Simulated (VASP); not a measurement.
Here is a VASP 6.6.1 calculation.

Contents of INCAR:

```
  ALGO = Normal
  EDIFF = 1E-8
  ENCUT = 520
  ISIF = 2
  ISMEAR = -1
  LASPH = T
  LCHARG = F
  LEFG = T
  LREAL = F
  LWAVE = F
  NBANDS = 36
  NELM = 100
  PREC = Accurate
  SIGMA = 0.05
```

Contents of KPOINTS:

```
k-points
0
Gamma
  9 9 9
```

File POSCAR:

```
NbRu3
1.0
    3.8800000000      0.0000000000      0.0000000000
    0.0000000000      3.8800000000      0.0000000000
    0.0000000000      0.0000000000      3.8412000000
Nb Ru
1 3
Direct
    0.0000000000      0.0000000000      0.0000000000
    0.0000000000      0.5000000000      0.5000000000
    0.5000000000      0.0000000000      0.5000000000
    0.5000000000      0.5000000000      0.0000000000
```

Potentials or basis: VASP PAW LDA potentials, release 64 (Nb_sv, Ru_pv).

Run with:

```console
$ cat potpaw_LDA.64/Nb_sv/POTCAR potpaw_LDA.64/Ru_pv/POTCAR > POTCAR
$ mpirun -np 1 vasp_std > vasp.out
```

Task: Estimate the pressure.

Result: -8.3 GPa.

Task: Predict the band gap on the k mesh.

Result: Zero (an odd number of electrons rules out a gap without spin polarisation).

Electric field gradients, principal values (V/Å²):
```csv
atom,least,middle,greatest (by size)
1 Nb,-0.407,-0.407,0.813
2 Ru,5.994,10.695,-16.689
3 Ru,5.994,10.695,-16.689
4 Ru,4.958,4.958,-9.915
```

Caveat: the cell differs from its parent crystal (zz strain of -1 %); the cell stands under tension; without QUAD_EFG the Cq values of the log hold for a quadrupole moment of 1 mb, not for the nuclei.
